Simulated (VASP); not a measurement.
A run of VASP 6.6.1 is set up as follows.

The input INCAR:

```
PREC     = Accurate       # precision mode
ENCUT    = 600            # plane-wave cutoff, eV
EDIFF    = 1E-6           # SCF threshold, eV
ISMEAR   = 0              # smearing method
SIGMA    = 0.1            # smearing width, eV
LREAL    = F              # projectors in reciprocal space
LASPH    = T              # aspherical terms in the spheres
NELM     = 100            # most SCF steps
ALGO     = Normal         # electronic algorithm
ISIF     = 3              # what is computed and relaxed
LWAVE    = F              # write WAVECAR
LCHARG   = F              # write CHGCAR
GGA      = PE             # functional
IBRION   = 2              # ionic algorithm
NSW      = 100            # ionic steps
EDIFFG   = -0.005         # ionic threshold
```

Contents of KPOINTS:

```
Automatic mesh
0
Gamma
  18 18 18
```

Contents of POSCAR:

```
Ti
1.0
    0.0000000000      2.0300000000      2.0300000000
    2.0300000000      0.0000000000      2.0300000000
    2.0300000000      2.0300000000      0.0000000000
Ti
1
Direct
    0.0000000000      0.0000000000      0.0000000000
```

Potentials or basis: VASP PAW PBE potentials, release 64 (Ti_sv).

Command:

```bash
$ cat potpaw_PBE.64/Ti_sv/POTCAR > POTCAR
$ mpirun -np 1 vasp_std > vasp.out
```

(1) What does it give for the band gap on the k mesh?

(2) Predict the relaxed volume.

(3) What does it give for the relaxed cell?

(4) Predict the space group after relaxing (to 0.05 Å).

Results:

(1) zero (band 6 reaches 9.11 eV, above the bottom of band 7 at 7.80 eV).

(2) 17.34 Å³/atom.

(3) a = 2.905 Å, b = 2.905 Å, c = 2.905 Å, α = 60.00°, β = 60.00°, γ = 60.00°.

(4) Fm-3m (No. 225).
